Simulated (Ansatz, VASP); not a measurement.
One calculation of LiBr, two programs

File INCAR:

```
SYSTEM = LiBr
PREC = Accurate
ENCUT = 650
EDIFF = 1E-8
ISMEAR = -1
SIGMA = 0.03
LREAL = .FALSE.
LASPH = .TRUE.
NELM = 120
ALGO = Normal
ISIF = 2
LWAVE = .FALSE.
LCHARG = .FALSE.
GGA = PE
LEFG = .TRUE.
NBANDS = 12
GGA_COMPAT = .FALSE.
```

File KPOINTS:

```
Automatic mesh
0
G
  9 9 9
  0 0 0
```

POSCAR

```
LiBr
1.0
    0.0000000000      2.3827205951      2.3827205951
    2.3827205951      0.0000000000      2.3827205951
    2.3827205951      2.3827205951      0.0000000000
Li Br
1 1
Direct
    0.0000000000      0.0000000000      0.0000000000
    0.5000000000      0.5000000000      0.5000000000
```

Input for Ansatz:

```yaml
crystal:
  lattice:
    - [0.0, 2.3827205951, 2.3827205951]
    - [2.3827205951, 0.0, 2.3827205951]
    - [2.3827205951, 2.3827205951, 0.0]
  atoms:
    - { symbol: Li, position: [0.0, 0.0, 0.0] }
    - { symbol: Br, position: [0.5, 0.5, 0.5] }
kpoints:
  mp_grid: { grid: [9, 9, 9] }
  band_path:
    path:
      - [0.0, 0.0, 0.0]
      - [0.5, 0.0, 0.5]
      - [0.625, 0.25, 0.625]
      - [0.375, 0.375, 0.75]
      - [0.0, 0.0, 0.0]
      - [0.5, 0.5, 0.5]
      - [0.5, 0.25, 0.75]
      - [0.5, 0.0, 0.5]
    npoints: 6
scf:
  occupations: { method: fermi_dirac, width: 0.03 }
hamiltonian:
  xc: pbe
  pseudopotentials: { kind: paw }
output:
  forces: true
  stress: true
  eigenvalues: true
  efg: { contact_densities: true }
  populations: true
  write_density: true
  write_potential: true
  elf: true
  volumetric_format: npy
```

Change from the starting cell: volume scaled by 0.65, PAW files.

Alike in both runs: task electric field gradients; functional PBE; k mesh 9 × 9 × 9; occupations fermi-dirac, width 0.03 eV; no spin polarisation.

```csv
,VASP,Ansatz
version,VASP 6.6.1,Ansatz 0.2.0
potentials or method,"VASP PAW PBE potentials, release 64 (Li_sv, Br)","PAW with Ansatz's default frozen-core files, scalar-relativistic"
plane-wave cutoff (eV),650,420
valence electrons in the cell,10,10
```

Ansatz gave:

```
gap on the k mesh at the Fermi level (eV) : 5.80
pressure (GPa)                            : 29.0
```

Task: Estimate VASP's values.

Result: gap on the k mesh at the Fermi level (eV): 5.79; pressure (GPa): 28.9.

Both programs put the cell under a high pressure, so it lies far from rest at this level.
